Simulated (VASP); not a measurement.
**SiO2 (kk07): single point with LDA**

Crystal: SiO2 (kk07).

```
Si O
1.0
     4.15495    0.00000    0.00000
     0.00000    4.15495    0.00000
     0.00000    0.00000    2.66136
Si O
2 4
Cartesian
  0.0000 0.0000 0.0000
  2.0775 2.0775 1.3307
  1.2696 1.2696 0.0000
  0.8078 3.3471 1.3307
  2.8853 2.8853 0.0000
  3.3471 0.8078 1.3307
```

```
Program                : VASP 6.6.1
Task                   : single point
Functional             : LDA
Potentials or basis    : VASP PAW LDA potentials, release 64 (Si, O)
Cutoff                 : 520 eV
k mesh                 : 8 × 8 × 12
Occupations            : gaussian, width 0.02 eV
Spin                   : no spin polarisation
Dipole correction      : no
Further INCAR settings : ALGO = Normal; EDIFF = 1e-06; NBANDS = 25
```

```json
{
 "Pressure": "1.1 GPa",
 "Largest force": "0.034 eV/Å",
 "Band gap on the k mesh": "5.82 eV, direct"
}
```

Forces on the atoms (eV/Å):
```
Si   0.000  0.000  0.000
Si   0.000  0.000  0.000
O   -0.024 -0.024  0.000
O    0.024 -0.024  0.000
O    0.024  0.024  0.000
O   -0.024  0.024  0.000
```

Stress tensor (GPa, compression positive):
```
0.77 0.00 0.00
0.00 0.77 0.00
0.00 0.00 1.73
```

Levels at points of the mesh, in eV from the valence-band top:
| k point | band 12 | band 13 | band 14 | band 15 | band 16 | band 17 | band 18 | band 19 | band 20 | band 21 |
| --- | --- | --- | --- | --- | --- | --- | --- | --- | --- | --- |
| (0.00, 0.00, 0.00) | -3.24 | -2.56 | -0.91 | -0.91 | 0.00 | 5.82 | 6.43 | 8.37 | 8.37 | 10.74 |
| (0.50, 0.00, 0.00) | -4.02 | -2.76 | -2.76 | -1.09 | -1.09 | 7.75 | 7.75 | 8.92 | 8.92 | 10.92 |
| (0.50, 0.50, 0.00) | -3.38 | -2.77 | -2.77 | -2.36 | -2.36 | 7.40 | 7.40 | 9.94 | 9.94 | 13.13 |
| (0.00, 0.00, 0.50) | -4.77 | -3.25 | -3.25 | -2.77 | -2.77 | 9.06 | 9.06 | 12.50 | 12.50 | 12.75 |
| (0.50, 0.00, 0.50) | -4.14 | -2.35 | -2.35 | -1.83 | -1.83 | 8.71 | 8.71 | 9.87 | 9.87 | 12.00 |
| (0.50, 0.50, 0.50) | -4.60 | -1.80 | -1.80 | -1.61 | -1.61 | 7.17 | 7.17 | 10.87 | 10.87 | 11.45 |

Run time: 48 s on 1 thread of AMD EPYC 9R45 96-Core Processor (Zen 5), on a shared host, peak memory 0.17 GiB.

A k mesh can miss the band edges. A hybrid or GW would open this gap; LDA tends to underestimate it.
